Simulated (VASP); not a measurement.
# Mn (P6/mmm) in VASP: notebook

Mn is run at these levels: r2SCAN; tasks: single point.

Everything below comes from runs of VASP 6.6.1. Logs are shortened: lines on timing, memory, paths and dates and some standing lists are left out, and cuts for length are marked.

**1. The cell of the first run**

The structure is hexagonal, space group P6/mmm (No. 191). The conventional cell has a = 3.875 Å, b = 3.875 Å, c = 2.419 Å, α = 90.00°, β = 90.00°, γ = 120.00°. Mn (site symmetry 6/mmm) has 14 Mn at 2.42 to 2.54 Å within 3.2 Å. Mn (site symmetry -6m2) has 11 Mn at 2.24 to 2.54 Å within 3.0 Å.

This isn't the form of Mn at room conditions, which is a 58-atom cubic cell.

**2. Single point, r2SCAN (10.49 Å³/atom)**

The input, POSCAR:

```
Mn
1.0
    3.8753131378      0.0000000000      0.0000000000
   -1.9376565689      3.3561196250      0.0000000000
    0.0000000000      0.0000000000      2.4190879423
Mn
3
Direct
    0.0000000000      0.0000000000      0.0000000000
    0.3333333333      0.6666666667      0.5000000000
    0.6666666667      0.3333333333      0.5000000000
```

The input, INCAR.step1:

```
SYSTEM = Mn
  PREC = Accurate
  ENCUT = 520
  ISMEAR = -1
  SIGMA = 0.1
  LREAL = .FALSE.
  LASPH = .TRUE.
  NELM = 60
  NBANDS = 26
  GGA = PE
  ALGO = Normal
  EDIFF = 1E-4
  LWAVE = .TRUE.
  LCHARG = .FALSE.
```

The input, INCAR.step2:

```
SYSTEM = Mn
  PREC = Accurate
  ENCUT = 520
  EDIFF = 1E-7
  ISMEAR = -1
  SIGMA = 0.1
  LREAL = .FALSE.
  LASPH = .TRUE.
  NELM = 60
  ALGO = Normal
  ISIF = 2
  LWAVE = .FALSE.
  LCHARG = .FALSE.
  METAGGA = R2SCAN
  LMIXTAU = .TRUE.
  NBANDS = 26
  ISTART = 1
```

The input, KPOINTS:

```
Automatic mesh
0
G
  11 11 15
  0 0 0
```

Potentials or basis: VASP PAW PBE potentials, release 64 (Mn_pv).

Command:

```console
$ cat potpaw_PBE.64/Mn_pv/POTCAR > POTCAR
$ cp INCAR.step1 INCAR
$ mpirun -np 1 vasp_std > vasp.out
$ cp INCAR.step2 INCAR
$ mpirun -np 1 vasp_std > vasp.out
```

OUTCAR:

```text
SYSTEM = Mn
   PREC = Accurate
   ENCUT = 520
   EDIFF = 1E-7
   ISMEAR = -1
   LREAL = .FALSE.
   LASPH = .TRUE.
   NELM = 60
   ISIF = 2
   METAGGA = R2SCAN
   ISTART = 1

 ion  position               nearest neighbor table
   1  0.000  0.000  0.000-   2 2.54   3 2.54   2 2.54   3 2.54   3 2.54   3 2.54   2 2.54   2 2.54
                             3 2.54   3 2.54   2 2.54   2 2.54
   2  0.333  0.667  0.500-   3 2.24   3 2.24   3 2.24   1 2.54   1 2.54   1 2.54   1 2.54   1 2.54
                             1 2.54
   3  0.667  0.333  0.500-   2 2.24   2 2.24   2 2.24   1 2.54   1 2.54   1 2.54   1 2.54   1 2.54
                             1 2.54

  LATTYP: Found a hexagonal cell.
 ALAT       =     3.8753131378
 C/A-ratio  =     0.6242303154

  Lattice vectors:

 A1 = (   3.8753131378,   0.0000000000,   0.0000000000)
 A2 = (  -1.9376565689,   3.3561196250,   0.0000000000)
 A3 = (   0.0000000000,   0.0000000000,   2.4190879423)

Analysis of symmetry for initial positions (statically):
=====================================================================
 Subroutine PRICEL returns:
 Original cell was already a primitive cell.

 Routine SETGRP: Setting up the symmetry group for a
 hexagonal supercell.

 Subroutine GETGRP returns: Found 24 space group operations
 (whereof 24 operations were pure point group operations)
 out of a pool of 24 trial point group operations.

The static configuration has the point symmetry D_6h.

Analysis of symmetry for dynamics (positions and initial velocities):
=====================================================================
 Subroutine PRICEL returns:
 Original cell was already a primitive cell.

 Routine SETGRP: Setting up the symmetry group for a
 hexagonal supercell.

 Subroutine GETGRP returns: Found 24 space group operations
 (whereof 24 operations were pure point group operations)
 out of a pool of 24 trial point group operations.

The dynamic configuration has the point symmetry D_6h.

 Subroutine INISYM returns: Found 24 space group operations
 (whereof 24 operations are pure point group operations),
 and found     1 'primitive' translations

----------------------------------------------------------------------------------------

                                     Primitive cell
[... 82 lines left out ...]
   NGXF,Y,Z  is equivalent  to a cutoff of  25.74, 25.74, 24.74 a.u.
 SYSTEM =  Mn
   PREC   = accura    normal or accurate (medium, high low for compatibility)
   ISTART =      1    job   : 0-new  1-cont  2-samecut
   ICHARG =      0    charge: 1-file 2-atom 10-const
   ISPIN  =      1    spin polarized calculation?
   LNONCOLLINEAR =      F non collinear calculations
   LSORBIT =      F    spin-orbit coupling
   LASPH  =      T    aspherical Exc in radial PAW
   ENCUT  =  520.0 eV  38.22 Ry    6.18 a.u.   7.21  7.21  4.50*2*pi/ulx,y,z
   NELM   =     60;   NELMIN=  2; NELMDL=  0     # of ELM steps
   EDIFF  = 0.1E-06   stopping-criterion for ELM
   LREAL  =      F    real-space projection
   EDIFFG = 0.1E-05   stopping-criterion for IOM
   NSW    =      0    number of steps for IOM
   IBRION =     -1    ionic relax: 0-MD 1-quasi-New 2-CG
   NFREE  =      0    steps in history (QN), initial steepest desc. (CG)
   ISIF   =      2    stress and relaxation
   ISYM   =      2    0-nonsym 1-usesym 2-fastsym
   POTIM  = 0.5000    time-step for ionic-motion
   TEBEG  =    0.0;   TEEND  =   0.0 temperature during run
   PSTRESS=    0.0 pullay stress
   NELECT =      39.0000    total number of electrons
   NUPDOWN=      -1.0000    fix difference up-down
   EMIN   =  10.00;   EMAX   =-10.00  energy-range for DOS
   EFERMI =   0.00;   METHOD = LEGACY
   ISMEAR =    -1;   SIGMA  =   0.10  broadening in eV -4-tet -1-fermi 0-gaus
   EFERMI_NEDOS =   21; number of points for ismear=-14 and -15
   IALGO  =     38    algorithm
   IMIX   =      4    mixing-type and parameters
     AMIX     =   0.40;   BMIX     =  1.00
     AMIX_MAG =   1.60;   BMIX_MAG =  1.00
  volume/ion in A,a.u.               =      10.49        70.77
  Fermi-wavevector in a.u.,A,eV,Ry     =   1.758589  3.323252 42.077867  3.092636
  Thomas-Fermi vector in A             =   2.827718
   LORBIT       =      0    0 simple, 1 ext, 2 COOP (PROOUT), +10 PAW based schemes
   METAGGA = R2SCAN    functional components
   LHFCALC =     F    Hartree Fock is set to
   AEXX    =    0.0000 exact exchange contribution
   IVDW    =     0    specifies the selected vdW correction
   LEPSILON=     F    determine dielectric tensor
   LRPA    =     F    only Hartree local field effects (RPA)
 non-spin polarized calculation
  energy-cutoff  :      520.00
  volume of cell :       31.46
 maximum number of plane-waves:       891
 NGX is ok and might be reduce to    30
   NGX = 15   NGY = 15   NGZ =  9

 number of electron      39.0000080 magnetization

 Free energy of the ion-electron system (eV)
  ---------------------------------------------------
  ext. energy  EPLUGINS =         0.00000000
  ---------------------------------------------------
  free energy    TOTEN  =       -42.75986272 eV

  energy without entropy =      -42.65116175  energy(sigma->0) =      -42.70551224

 E-fermi :  10.6880     XC(G=0): -15.5526

 val. band max:       10.6830423237   @ k =   0.1818   0.0909   0.0667
 cond. band min:      10.6947013654   @ k =   0.1818   0.0909   0.0000
 fundamental gap:      0.0116590418
 Fermi energy:        10.6879709824

 k-point     1 :       0.0000    0.0000    0.0000
  band No.  band energies     occupation
      1     -39.4223      2.00000
      2     -39.4222      2.00000
      3     -39.0450      2.00000
      4     -39.0449      2.00000
      5     -38.9009      2.00000
      6     -38.7024      2.00000
[... 685 lines left out ...]
     25      12.6703      0.00000
     26      15.5735      0.00000

 [... further k-points ...]
[... 5 lines left out ...]
  --------------------------------------------------------------------------------------
  -------------------------------------------------------------------------------------
  Total        0.0283705      0.0283705      0.1370471      0.0000000      0.0000000     -0.0000000
  in kB        1.4447143      1.4447143      6.9788612      0.0000000      0.0000000     -0.0000000
  external PRESSURE =       3.2894300 kB  Pullay stress =       0.0000000 kB

 VOLUME and BASIS-vectors are now :
 -----------------------------------------------------------------------------
  energy-cutoff  :      520.00
  volume of cell :       31.46
      direct lattice vectors                 reciprocal lattice vectors
     3.875313138  0.000000000  0.000000000     0.258043664  0.148981579  0.000000000
    -1.937656569  3.356119625  0.000000000     0.000000000  0.297963157  0.000000000
     0.000000000  0.000000000  2.419087942     0.000000000  0.000000000  0.413378936

 POSITION                                       TOTAL-FORCE (eV/Angst)
 -----------------------------------------------------------------------------------
      0.00000      0.00000      0.00000         0.000000      0.000000      0.000000
     -0.00000      2.23741      1.20954         0.000000     -0.000000      0.000000
      1.93766      1.11871      1.20954        -0.000000      0.000000      0.000000
 -----------------------------------------------------------------------------------
    total drift:                               -0.000000      0.000000      0.000000

  FREE ENERGIE OF THE ION-ELECTRON SYSTEM (eV)
  ---------------------------------------------------
  free  energy   TOTEN  =       -42.7598627222 eV

  energy  without entropy=      -42.6511617502  energy(sigma->0) =      -42.70551224
```

Wall time 9.4 min (1 thread of Intel Xeon 8259CL, shared host); peak memory 0.21 GiB.

What came out:

```yaml
Free_energy: -42.7599 eV
Pressure: 0.3 GPa
Band_gap_on_the_k_mesh: zero (an odd number of electrons rules out a gap without spin polarisation)
```

Stress tensor (GPa, compression positive):
```
0.14 0.00 0.00
0.00 0.14 0.00
0.00 0.00 0.70
```

Levels at points of the mesh, in eV from the Fermi level:
| k point | band 16 | band 17 | band 18 | band 19 | band 20 | band 21 | band 22 | band 23 |
| --- | --- | --- | --- | --- | --- | --- | --- | --- |
| (0.00, 0.00, 0.00) | -1.93 | -1.26 | -0.59 | -0.59 | 0.01 | 0.01 | 0.08 | 0.08 |

Caveat: the PAW data sets were made with another functional, which shifts forces and pressure a little; the run has no spin polarisation, though such a crystal can be magnetic. Spin polarisation is off, so any magnetic state and its effect on volume and gap are missing.

**3. Single point, r2SCAN (10.91 Å³/atom)**

This run uses another cell than the first one, of 10.91 Å³/atom.

The input, POSCAR:

```
Mn
1.0
    3.9263099483      0.0000000000      0.0000000000
   -1.9631549741      3.4002841584      0.0000000000
    0.0000000000      0.0000000000      2.4509216974
Mn
3
Direct
    0.0000000000      0.0000000000      0.0000000000
    0.3333333333      0.6666666667      0.5000000000
    0.6666666667      0.3333333333      0.5000000000
```

The input, INCAR.step1:

```
PREC = Accurate
ENCUT = 520
ISMEAR = -1
SIGMA = 0.1
LREAL = F
LASPH = T
NELM = 100
NBANDS = 26
GGA = PE
ALGO = Normal
EDIFF = 1E-4
LWAVE = T
LCHARG = F
```

The input, INCAR.step2:

```
PREC = Accurate
ENCUT = 520
EDIFF = 1E-6
ISMEAR = -1
SIGMA = 0.1
LREAL = F
LASPH = T
NELM = 100
ALGO = Normal
ISIF = 2
LWAVE = F
LCHARG = T
METAGGA = R2SCAN
LMIXTAU = T
LELF = T
LVHAR = T
NBANDS = 26
ISTART = 1
```

The input, KPOINTS:

```
Automatic mesh
0
Gamma
  11 11 15
```

Potentials or basis: VASP PAW PBE potentials, release 64 (Mn_pv).

Command:

```console
$ cat potpaw_PBE.64/Mn_pv/POTCAR > POTCAR
$ cp INCAR.step1 INCAR
$ mpirun -np 1 vasp_std > vasp.out
$ cp INCAR.step2 INCAR
$ mpirun -np 1 vasp_std > vasp.out
```

OUTCAR:

```text
PREC = Accurate
   ENCUT = 520
   EDIFF = 1E-6
   ISMEAR = -1
   LREAL = F
   LASPH = T
   NELM = 100
   ISIF = 2
   METAGGA = R2SCAN
   ISTART = 1

 ion  position               nearest neighbor table
   1  0.000  0.000  0.000-   2 2.58   3 2.58   2 2.58   3 2.58   3 2.58   3 2.58   2 2.58   2 2.58
                             3 2.58   3 2.58   2 2.58   2 2.58
   2  0.333  0.667  0.500-   3 2.27   3 2.27   3 2.27   1 2.58   1 2.58   1 2.58   1 2.58   1 2.58
                             1 2.58
   3  0.667  0.333  0.500-   2 2.27   2 2.27   2 2.27   1 2.58   1 2.58   1 2.58   1 2.58   1 2.58
                             1 2.58

  LATTYP: Found a hexagonal cell.
 ALAT       =     3.9263099483
 C/A-ratio  =     0.6242303154

  Lattice vectors:

 A1 = (   3.9263099483,   0.0000000000,   0.0000000000)
 A2 = (  -1.9631549741,   3.4002841584,   0.0000000000)
 A3 = (   0.0000000000,   0.0000000000,   2.4509216974)

Analysis of symmetry for initial positions (statically):
=====================================================================
 Subroutine PRICEL returns:
 Original cell was already a primitive cell.

 Routine SETGRP: Setting up the symmetry group for a
 hexagonal supercell.
[... 163 lines left out ...]
  ext. energy  EPLUGINS =         0.00000000
  ---------------------------------------------------
  free energy    TOTEN  =       -42.71928443 eV

  energy without entropy =      -42.60309304  energy(sigma->0) =      -42.66118874

 E-fermi :  10.1286     XC(G=0): -15.2819

 val. band max:       10.1263439698   @ k =   0.1818   0.0909   0.0667
 cond. band min:      10.1374979328   @ k =   0.1818   0.0909   0.0000
 fundamental gap:      0.0111539630
 Fermi energy:        10.1286268084

 k-point     1 :       0.0000    0.0000    0.0000
  band No.  band energies     occupation
      1     -39.9257      2.00000
      2     -39.9256      2.00000
      3     -39.5829      2.00000
      4     -39.5827      2.00000
      5     -39.4688      2.00000
      6     -39.2950      2.00000
[... 685 lines left out ...]
     25      12.0040      0.00000
     26      14.7772      0.00000

 [... further k-points ...]
[... 5 lines left out ...]
  --------------------------------------------------------------------------------------
  -------------------------------------------------------------------------------------
  Total       -2.2069211     -2.2069211     -2.0377384     -0.0000000     -0.0000000      0.0000000
  in kB     -108.0607964   -108.0607964    -99.7768510     -0.0000000     -0.0000000      0.0000000
  external PRESSURE =    -105.2994813 kB  Pullay stress =       0.0000000 kB

 VOLUME and BASIS-vectors are now :
 -----------------------------------------------------------------------------
  energy-cutoff  :      520.00
  volume of cell :       32.72
      direct lattice vectors                 reciprocal lattice vectors
     3.926309948  0.000000000  0.000000000     0.254692068  0.147046534  0.000000000
    -1.963154974  3.400284158  0.000000000     0.000000000  0.294093068  0.000000000
     0.000000000  0.000000000  2.450921697     0.000000000  0.000000000  0.408009771

 POSITION                                       TOTAL-FORCE (eV/Angst)
 -----------------------------------------------------------------------------------
      0.00000      0.00000      0.00000         0.000000      0.000000      0.000000
     -0.00000      2.26686      1.22546        -0.000000      0.000000      0.000000
      1.96315      1.13343      1.22546         0.000000      0.000000      0.000000
 -----------------------------------------------------------------------------------
    total drift:                               -0.000000      0.000000      0.000000

  FREE ENERGIE OF THE ION-ELECTRON SYSTEM (eV)
  ---------------------------------------------------
  free  energy   TOTEN  =       -42.7192844342 eV

  energy  without entropy=      -42.6030930444  energy(sigma->0) =      -42.66118874
```

Run time: 9.4 min. Hardware: 1 thread of Intel Xeon 8259CL, shared host; peak memory 0.21 GiB.

Results:

| Quantity | Value |
| --- | --- |
| Free energy | -42.7193 eV |
| Pressure | -10.5 GPa |
| Band gap on the k mesh | zero (an odd number of electrons rules out a gap without spin polarisation) |

Caveat: the cell stands under tension; the PAW data sets were made with another functional, which shifts forces and pressure a little; the run has no spin polarisation, though such a crystal can be magnetic.

(Continued in part 2 of 2.)
